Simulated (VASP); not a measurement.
Nb:

```
CELL_PARAMETERS angstrom
4.66123 0.00000 0.00000
-2.33061 4.03674 0.00000
0.00000 0.00000 2.88996
ATOMIC_POSITIONS crystal
Nb 0.00000 0.00000 0.00000
Nb 0.33333 0.66667 0.50000
Nb 0.66667 0.33333 0.50000
```

This isn't the form of Nb at room conditions, which is bcc.

```yaml
Program: VASP 6.6.1
Task: relaxation of cell and atoms
Functional: PBE
Potentials_or_basis: VASP PAW PBE potentials, release 64 (Nb_sv)
Cutoff: 600 eV
k_mesh: 9 × 9 × 12
Occupations: fermi-dirac, width 0.05 eV
Spin: no spin polarisation
```

At the start: pressure 3.5 GPa; volume 18.13 Å³/atom.

Task: Where does the relaxation end?

Result: Over 8 steps the energy falls by 128.7 meV/atom and the volume is 18.45 Å³/atom (+1.8 %); space group P6/mmm (No. 191, to 0.1 Å) before and after.

Step by step:
| step | energy change (eV) | largest force (eV/Å) | pressure (GPa) | volume (Å³) |
| --- | --- | --- | --- | --- |
| 1 | 0.0000 | 0.0000 | 3.50 | 54.38 |
| 2 | -0.3548 | 0.0000 | -4.99 | 57.24 |
| 3 | -0.3624 | 0.0000 | -4.39 | 56.93 |
| 4 | -0.3148 | 0.0000 | 6.97 | 53.43 |
| 5 | -0.3843 | 0.0000 | -0.72 | 55.65 |
| 6 | -0.3843 | 0.0000 | -0.62 | 55.62 |
| 7 | -0.3858 | 0.0000 | 0.26 | 55.28 |
| 8 | -0.3860 | 0.0000 | 0.03 | 55.36 |

Final structure:
```cif
data_structure
_symmetry_space_group_name_H-M 'P 1'
_symmetry_Int_Tables_number 1
_cell_length_a 4.8803
_cell_length_b 4.8803
_cell_length_c 2.6841
_cell_angle_alpha 90.000
_cell_angle_beta 90.000
_cell_angle_gamma 120.000
_cell_volume 55.36
loop_
_atom_site_label
_atom_site_type_symbol
_atom_site_fract_x
_atom_site_fract_y
_atom_site_fract_z
_atom_site_occupancy
Nb1 Nb 0.00000 0.00000 0.00000 1
Nb2 Nb 0.33333 0.66667 0.50000 1
Nb3 Nb 0.66667 0.33333 0.50000 1
```
